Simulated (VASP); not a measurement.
# Ir (Fm-3m) in VASP: single point with r2SCAN

Aim: the single point of Ir with r2SCAN.

Program: VASP 6.6.1. These are calculated values, not measurements. Logs are shortened: lines on timing, memory, paths and dates and some standing lists are left out, and cuts for length are marked.

## 1. The cell of the first run

The structure is cubic, space group Fm-3m (No. 225). The conventional cell has a = 3.846 Å, b = 3.846 Å, c = 3.846 Å, α = 90.00°, β = 90.00°, γ = 90.00°. Within 3.6 Å of Ir (site symmetry m-3m) lie 12 Ir at 2.72 Å.

## 2. Single point, r2SCAN

The input, POSCAR:

```
Ir
1.0
    0.0000000000      1.9230427410      1.9230427410
    1.9230427410      0.0000000000      1.9230427410
    1.9230427410      1.9230427410      0.0000000000
Ir
1
Direct
    0.0000000000      0.0000000000      0.0000000000
```

The input, INCAR.step1:

```
SYSTEM = Ir
PREC     = Accurate       ! precision mode
ENCUT    = 620            ! plane-wave cutoff, eV
ISMEAR   = 0              ! smearing method
SIGMA    = 0.1            ! smearing width, eV
LREAL    = .FALSE.        ! projectors in reciprocal space
LASPH    = .TRUE.         ! aspherical terms in the spheres
NELM     = 120            ! most SCF steps
NBANDS   = 14             ! bands
GGA      = PE             ! functional
ALGO     = Normal         ! electronic algorithm
EDIFF    = 1E-5           ! SCF threshold, eV
LWAVE    = .TRUE.         ! write WAVECAR
LCHARG   = .FALSE.        ! write CHGCAR
GGA_COMPAT= .FALSE.
```

The input, INCAR.step2:

```
SYSTEM = Ir
PREC     = Accurate       ! precision mode
ENCUT    = 620            ! plane-wave cutoff, eV
EDIFF    = 1E-6           ! SCF threshold, eV
ISMEAR   = 0              ! smearing method
SIGMA    = 0.1            ! smearing width, eV
LREAL    = .FALSE.        ! projectors in reciprocal space
LASPH    = .TRUE.         ! aspherical terms in the spheres
NELM     = 120            ! most SCF steps
ALGO     = Normal         ! electronic algorithm
ISIF     = 2              ! what is computed and relaxed
LWAVE    = .FALSE.        ! write WAVECAR
LCHARG   = .FALSE.        ! write CHGCAR
METAGGA  = R2SCAN         ! meta-GGA
LMIXTAU  = .TRUE.       
NBANDS   = 14             ! bands
ISTART   = 1            
GGA_COMPAT= .FALSE.
```

The input, KPOINTS:

```
regular mesh
0
G
  11 11 11
  0 0 0
```

Potentials or basis: VASP PAW PBE potentials, release 64 (Ir_sv_GW).

On the command line:

```console
$ cat potpaw_PBE.64/Ir_sv_GW/POTCAR > POTCAR
$ cp INCAR.step1 INCAR
$ mpirun -np 1 vasp_std > vasp.out
$ cp INCAR.step2 INCAR
$ mpirun -np 1 vasp_std > vasp.out
```

OUTCAR:

```text
SYSTEM = Ir
   PREC = Accurate
   ENCUT = 620
   EDIFF = 1E-6
   ISMEAR = 0
   LREAL = .FALSE.
   LASPH = .TRUE.
   NELM = 120
   ISIF = 2
   METAGGA = R2SCAN
   ISTART = 1

 ion  position               nearest neighbor table
   1  0.000  0.000  0.000-

  LATTYP: Found a face centered cubic cell.
 ALAT       =     3.8460854820

  Lattice vectors:

 A1 = (   0.0000000000,   1.9230427410,   1.9230427410)
 A2 = (   1.9230427410,   0.0000000000,   1.9230427410)
 A3 = (   1.9230427410,   1.9230427410,   0.0000000000)

Analysis of symmetry for initial positions (statically):
=====================================================================
 Subroutine PRICEL returns:
 Original cell was already a primitive cell.

 Routine SETGRP: Setting up the symmetry group for a
 face centered cubic supercell.

 Subroutine GETGRP returns: Found 48 space group operations
 (whereof 48 operations were pure point group operations)
 out of a pool of 48 trial point group operations.

The static configuration has the point symmetry O_h .

Analysis of symmetry for dynamics (positions and initial velocities):
=====================================================================
 Subroutine PRICEL returns:
 Original cell was already a primitive cell.

 Routine SETGRP: Setting up the symmetry group for a
 face centered cubic supercell.

 Subroutine GETGRP returns: Found 48 space group operations
 (whereof 48 operations were pure point group operations)
 out of a pool of 48 trial point group operations.

The dynamic configuration has the point symmetry O_h .

 Subroutine INISYM returns: Found 48 space group operations
 (whereof 48 operations are pure point group operations),
 and found     1 'primitive' translations

----------------------------------------------------------------------------------------

                                     Primitive cell

  volume of cell :      14.2232

  direct lattice vectors                    reciprocal lattice vectors
     0.000000000  1.923042741  1.923042741    -0.260004621  0.260004621  0.260004621
     1.923042741  0.000000000  1.923042741     0.260004621 -0.260004621  0.260004621
     1.923042741  1.923042741  0.000000000     0.260004621  0.260004621 -0.260004621

  length of vectors
     2.719593125  2.719593125  2.719593125     0.450341215  0.450341215  0.450341215

  position of ions in fractional coordinates (direct lattice)
     0.000000000  0.000000000  0.000000000

  ion indices of the primitive-cell ions
   primitive index   ion index
                 1           1

----------------------------------------------------------------------------------------

 KPOINTS: regular mesh

Automatic generation of k-mesh.
 Grid dimensions read from file:
 generate k-points for:   11   11   11

 Generating k-lattice:

  Cartesian coordinates                     Fractional coordinates (reciprocal lattice)
    -0.023636784  0.023636784  0.023636784     0.090909091  0.000000000  0.000000000
     0.023636784 -0.023636784  0.023636784     0.000000000  0.090909091  0.000000000
     0.023636784  0.023636784 -0.023636784     0.000000000  0.000000000  0.090909091

  Length of vectors
     0.040940110  0.040940110  0.040940110

  Shift w.r.t. Gamma in fractional coordinates (k-lattice)
     0.000000000  0.000000000  0.000000000

 Subroutine IBZKPT returns following result:
 ===========================================

 Found     56 irreducible k-points:

 Following reciprocal coordinates:
            Coordinates               Weight
  0.000000  0.000000  0.000000      1.000000
  0.090909  0.000000  0.000000      8.000000
  0.181818  0.000000  0.000000      8.000000
  0.272727  0.000000  0.000000      8.000000
  0.363636  0.000000  0.000000      8.000000
  0.454545  0.000000  0.000000      8.000000
[... 16 lines left out ...]
 -0.272727  0.181818  0.000000     24.000000
 -0.181818  0.181818  0.000000     12.000000
 [... further k-points ...]
   k-points           NKPTS =     56   k-points in BZ     NKDIM =     56   number of bands    NBANDS=     14
   number of dos      NEDOS =    301   number of ions     NIONS =      1
   total plane-waves  NPLWV =  13824
   dimension x,y,z NGX =    24 NGY =   24 NGZ =   24
   dimension x,y,z NGXF=    48 NGYF=   48 NGZF=   48
   ions per type =               1
   NGX,Y,Z   is equivalent  to a cutoff of  14.67, 14.67, 14.67 a.u.
   NGXF,Y,Z  is equivalent  to a cutoff of  29.34, 29.34, 29.34 a.u.
 SYSTEM =  Ir
   PREC   = accura    normal or accurate (medium, high low for compatibility)
   ISTART =      1    job   : 0-new  1-cont  2-samecut
   ICHARG =      0    charge: 1-file 2-atom 10-const
   ISPIN  =      1    spin polarized calculation?
   LNONCOLLINEAR =      F non collinear calculations
   LSORBIT =      F    spin-orbit coupling
   LASPH  =      T    aspherical Exc in radial PAW
   ENCUT  =  620.0 eV  45.57 Ry    6.75 a.u.   5.52  5.52  5.52*2*pi/ulx,y,z
   NELM   =    120;   NELMIN=  2; NELMDL=  0     # of ELM steps
   EDIFF  = 0.1E-05   stopping-criterion for ELM
   LREAL  =      F    real-space projection
   EDIFFG = 0.1E-04   stopping-criterion for IOM
   NSW    =      0    number of steps for IOM
   IBRION =     -1    ionic relax: 0-MD 1-quasi-New 2-CG
   NFREE  =      0    steps in history (QN), initial steepest desc. (CG)
   ISIF   =      2    stress and relaxation
   ISYM   =      2    0-nonsym 1-usesym 2-fastsym
   POTIM  = 0.5000    time-step for ionic-motion
   TEBEG  =    0.0;   TEEND  =   0.0 temperature during run
   PSTRESS=    0.0 pullay stress
   NELECT =      17.0000    total number of electrons
   NUPDOWN=      -1.0000    fix difference up-down
   EMIN   =  10.00;   EMAX   =-10.00  energy-range for DOS
   EFERMI =   0.00;   METHOD = LEGACY
   ISMEAR =     0;   SIGMA  =   0.10  broadening in eV -4-tet -1-fermi 0-gaus
   EFERMI_NEDOS =   21; number of points for ismear=-14 and -15
   IALGO  =     38    algorithm
   IMIX   =      4    mixing-type and parameters
     AMIX     =   0.40;   BMIX     =  1.00
     AMIX_MAG =   1.60;   BMIX_MAG =  1.00
  volume/ion in A,a.u.               =      14.22        95.98
  Fermi-wavevector in a.u.,A,eV,Ry     =   1.737370  3.283152 41.068545  3.018453
  Thomas-Fermi vector in A             =   2.810606
   LORBIT       =      0    0 simple, 1 ext, 2 COOP (PROOUT), +10 PAW based schemes
   METAGGA = R2SCAN    functional components
   LHFCALC =     F    Hartree Fock is set to
   AEXX    =    0.0000 exact exchange contribution
   IVDW    =     0    specifies the selected vdW correction
   LEPSILON=     F    determine dielectric tensor
   LRPA    =     F    only Hartree local field effects (RPA)
 non-spin polarized calculation
 Gauss-broadening in eV      SIGMA  =   0.10
  energy-cutoff  :      620.00
  volume of cell :       14.22
 maximum number of plane-waves:       531
 NGX is ok and might be reduce to    24
   NGX = 11   NGY = 11   NGZ = 11

 number of electron      17.0000000 magnetization

 Free energy of the ion-electron system (eV)
  ---------------------------------------------------
  ext. energy  EPLUGINS =         0.00000000
  ---------------------------------------------------
  free energy    TOTEN  =       -52.88363013 eV

  energy without entropy =      -52.87596325  energy(sigma->0) =      -52.87979669

 E-fermi :  12.5047     XC(G=0): -15.8599

 val. band max:       12.4666111053   @ k =  -0.3636   0.0909   0.0000
 cond. band min:      12.5141870781   @ k =   0.4545   0.3636   0.0000
 fundamental gap:      0.0475759728
 Fermi energy:        12.5046841581

 k-point     1 :       0.0000    0.0000    0.0000
  band No.  band energies     occupation
      1     -82.4881      2.00000
      2     -38.2860      2.00000
      3     -38.2860      2.00000
      4     -38.2860      2.00000
      5       1.1148      2.00000
      6       8.5937      2.00000
      7       8.5937      2.00000
      8       8.5937      2.00000
      9      11.2757      2.00000
     10      11.2757      2.00000
     11      26.8347      0.00000
     12      32.6090      0.00000
     13      32.6090      0.00000
     14      32.6090      0.00000

 k-point     2 :       0.0909    0.0000    0.0000
  band No.  band energies     occupation
      1     -82.4821      2.00000
      2     -38.3541      2.00000
      3     -38.2953      2.00000
      4     -38.2953      2.00000
      5       1.4940      2.00000
      6       8.3976      2.00000
      7       8.7498      2.00000
      8       8.7498      2.00000
      9      11.1802      2.00000
     10      11.1802      2.00000
     11      27.4785      0.00000
     12      31.1510      0.00000
     13      33.2402      0.00000
     14      33.2402      0.00000

 k-point     3 :       0.1818    0.0000    0.0000
  band No.  band energies     occupation
      1     -82.4664      2.00000
      2     -38.5352      2.00000
      3     -38.3201      2.00000
      4     -38.3201      2.00000
      5       2.5089      2.00000
      6       8.0436      2.00000
      7       9.0261      2.00000
      8       9.0261      2.00000
      9      11.1416      2.00000
     10      11.1416      2.00000
     11      28.5090      0.00000
     12      29.1649      0.00000
     13      35.0020      0.00000
     14      35.0020      0.00000

 k-point     4 :       0.2727    0.0000    0.0000
  band No.  band energies     occupation
      1     -82.4462      2.00000
      2     -38.7676      2.00000
      3     -38.3526      2.00000
      4     -38.3526      2.00000
      5       3.6591      2.00000
      6       8.2032      2.00000
      7       8.9730      2.00000
      8       8.9730      2.00000
      9      11.6835      2.00000
     10      11.6835      2.00000
     11      26.1697      0.00000
     12      29.3537      0.00000
     13      37.1707      0.00000
     14      37.1707      0.00000

 k-point     5 :       0.3636    0.0000    0.0000
  band No.  band energies     occupation
      1     -82.4271      2.00000
      2     -38.9765      2.00000
      3     -38.3821      2.00000
      4     -38.3821      2.00000
      5       4.1806      2.00000
      6       8.6796      2.00000
      7       8.6796      2.00000
      8       9.6126      2.00000
      9      12.6419      0.05226
     10      12.6419      0.05226
     11      23.3322      0.00000
[... 276 lines left out ...]
 k-point    22 :      -0.3636    0.1818    0.0000
  band No.  band energies     occupation
      1     -82.4095      2.00000
      2     -38.9950      2.00000
      3     -38.5828      2.00000
      4     -38.4219      2.00000
      5       5.4151      2.00000
      6       7.6919      2.00000
      7       8.9756      2.00000
      8       9.4373      2.00000
      9      12.4162      1.78921
     10      16.1071      0.00000
     11      21.6459      0.00000
     12      28.2994      0.00000
     13      30.1392      0.00000
     14      33.7577      0.00000

 k-point    23 :      -0.2727    0.1818    0.0000
  band No.  band energies     occupation
      1     -82.4221      2.00000
      2     -38.8835      2.00000
      3     -38.5566      2.00000
      4     -38.3825      2.00000
      5       5.3593      2.00000
      6       7.7107      2.00000
      7       8.2212      2.00000
      8       9.6313      2.00000
      9      11.1738      2.00000
     10      14.7241      0.00000
     11      24.8362      0.00000
     12      29.0555      0.00000
     13      30.6570      0.00000
     14      35.6227      0.00000

 k-point    24 :      -0.1818    0.1818    0.0000
  band No.  band energies     occupation
      1     -82.4392      2.00000
      2     -38.7461      2.00000
      3     -38.4825      2.00000
      4     -38.3451      2.00000
      5       4.4322      2.00000
      6       7.3765      2.00000
      7       8.7423      2.00000
      8      10.0346      2.00000
      9      10.0642      2.00000
     10      13.2401      0.00000
     11      27.2624      0.00000
     12      30.3222      0.00000
     13      32.5098      0.00000
     14      33.2661      0.00000

 [... further k-points ...]

------------------------ aborting loop because EDIFF is reached ----------------------------------------

  FORCE on cell =-STRESS in cart. coord.  units (eV):
  Direction    XX          YY          ZZ          XY          YZ          ZX
  --------------------------------------------------------------------------------------
  -------------------------------------------------------------------------------------
  Total       -0.0833071     -0.0833071     -0.0833071      0.0000000      0.0000000      0.0000000
  in kB       -9.3841730     -9.3841730     -9.3841730      0.0000000      0.0000000      0.0000000
  external PRESSURE =      -9.3841730 kB  Pullay stress =       0.0000000 kB

 VOLUME and BASIS-vectors are now :
 -----------------------------------------------------------------------------
  energy-cutoff  :      620.00
  volume of cell :       14.22
      direct lattice vectors                 reciprocal lattice vectors
     0.000000000  1.923042741  1.923042741    -0.260004621  0.260004621  0.260004621
     1.923042741  0.000000000  1.923042741     0.260004621 -0.260004621  0.260004621
     1.923042741  1.923042741  0.000000000     0.260004621  0.260004621 -0.260004621

 POSITION                                       TOTAL-FORCE (eV/Angst)
 -----------------------------------------------------------------------------------
      0.00000      0.00000      0.00000         0.000000      0.000000     -0.000000
 -----------------------------------------------------------------------------------
    total drift:                               -0.000000      0.000000      0.000000

  FREE ENERGIE OF THE ION-ELECTRON SYSTEM (eV)
  ---------------------------------------------------
  free  energy   TOTEN  =       -52.8836301259 eV

  energy  without entropy=      -52.8759632485  energy(sigma->0) =      -52.87979669
```

Run time: 31 s. Hardware: 1 thread of AMD EPYC 9R45 (Zen 5), shared host; peak memory 0.13 GiB.

What came out:

```yaml
Free_energy: -52.8836 eV
Pressure: -0.9 GPa
Band_gap_on_the_k_mesh: zero (an odd number of electrons rules out a gap without spin polarisation)
```

Levels at points of the mesh, in eV from the Fermi level:
```tsv
k point	band 4	band 5	band 6	band 7	band 8	band 9	band 10	band 11	band 12	band 13
(0.00, 0.00, 0.00)	-50.79	-11.39	-3.91	-3.91	-3.91	-1.23	-1.23	14.33	20.10	20.10
```

Caveat: the PAW data sets were made with another functional, which shifts forces and pressure a little; spin-orbit coupling is left out, which moves the levels of the heavy elements.

The gap in the log of VASP goes by the Fermi energy; the results here count the filled bands.